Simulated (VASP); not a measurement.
Rh: single point with PBE

Rh, a slab with vacuum:

```
CELL_PARAMETERS angstrom
2.70851 0.00000 0.00000
0.00000 2.70851 0.00000
0.00000 0.00000 19.83040
ATOMIC_POSITIONS crystal
Rh 0.00000 0.00000 0.40724
Rh 0.50000 0.50000 0.50000
Rh 0.00000 0.00000 0.59276
```

```json
{"Program": "VASP 6.6.1", "Task": "single point", "Functional": "PBE", "Potentials or basis": "VASP PAW PBE potentials, release 64 (Rh_pv)", "Cutoff": "520 eV", "k mesh": "13 × 13 × 1", "Occupations": "fermi-dirac, width 0.05 eV", "Spin": "no spin polarisation"}
```

```
Largest force : 0.005 eV/Å
```

Forces on the atoms (eV/Å):
```
Rh   0.000  0.000  0.005
Rh   0.000  0.000  0.000
Rh   0.000  0.000 -0.005
```

Levels at points of the mesh, in eV from the Fermi level:
| k point | band 20 | band 21 | band 22 | band 23 | band 24 | band 25 |
| --- | --- | --- | --- | --- | --- | --- |
| (0.00, 0.00, 0.00) | -0.84 | -0.77 | -0.77 | 0.20 | 0.39 | 0.62 |

It took 68 s on 1 thread of AMD EPYC 9R45 96-Core Processor (Zen 5) (shared host), peak memory 0.24 GiB.
